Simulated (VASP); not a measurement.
Al2GaP2:

```
CELL_PARAMETERS angstrom
-2.10831 2.10831 4.91858
2.10831 -2.10831 4.91858
2.10831 2.10831 -4.91858
ATOMIC_POSITIONS crystal
Al 0.37500 0.37500 0.00000
Al 0.62500 0.62500 0.00000
Ga 0.00000 0.00000 0.00000
P 0.75000 0.25000 0.50000
P 0.25000 0.75000 0.50000
```

The cell was generated, and may not be a known phase.

| Property | Result |
| --- | --- |
| Program | VASP 6.6.1 |
| Task | relaxation of cell and atoms |
| Functional | PBE |
| Potentials or basis | VASP PAW PBE potentials, release 64 (Al, Ga_d, P) |
| Cutoff | 600 eV |
| k mesh | 6 × 6 × 6 |
| Occupations | gaussian, width 0.1 eV |
| Spin | no spin polarisation |

At the start: pressure 7.6 GPa; volume 17.49 Å³/atom.

Problem. How do energy, volume and symmetry change on relaxing?

Solution. Over 14 steps the energy falls by 84.1 meV/atom and the volume is 19.29 Å³/atom (+10.3 %); space group I4/mmm (No. 139, to 0.1 Å) before and after.

The path:
| step | energy change (eV) | largest force (eV/Å) | pressure (GPa) | volume (Å³) |
| --- | --- | --- | --- | --- |
| 1 | 0.0000 | 0.5273 | 7.63 | 87.45 |
| 2 | -0.2310 | 0.5367 | -1.15 | 98.41 |
| 3 | -0.2328 | 0.5337 | -0.52 | 97.39 |
| 4 | -0.2734 | 0.2511 | -0.37 | 97.54 |
| 5 | -0.2997 | 0.0980 | -0.18 | 97.67 |
| 6 | -0.3536 | 0.0578 | -0.09 | 97.87 |
| 7 | -0.3817 | 0.4377 | -0.40 | 98.02 |
| 8 | -0.4046 | 0.1683 | -0.63 | 97.07 |
| 9 | -0.4062 | 0.2423 | -0.59 | 97.29 |
| 10 | -0.4150 | 0.1753 | 0.35 | 95.82 |
| 11 | -0.4154 | 0.1474 | 0.67 | 95.41 |
| 12 | -0.4194 | 0.0577 | 0.24 | 95.85 |
| 13 | -0.4194 | 0.0431 | 0.29 | 95.83 |
| 14 | -0.4207 | 0.0005 | -0.11 | 96.46 |

Final structure:
```xyz
5
Lattice="-2.3109 2.3109 4.5155 2.3109 -2.3109 4.5155 2.3109 2.3109 -4.5155" Properties=species:S:1:pos:R:3 pbc="T T T"
Al    0.0000    0.0000    3.2038
Al    0.0000    0.0000    5.8271
Ga    0.0000    0.0000    9.0310
P     0.0000    2.3109    2.2577
P     2.3109    0.0000    2.2577
```
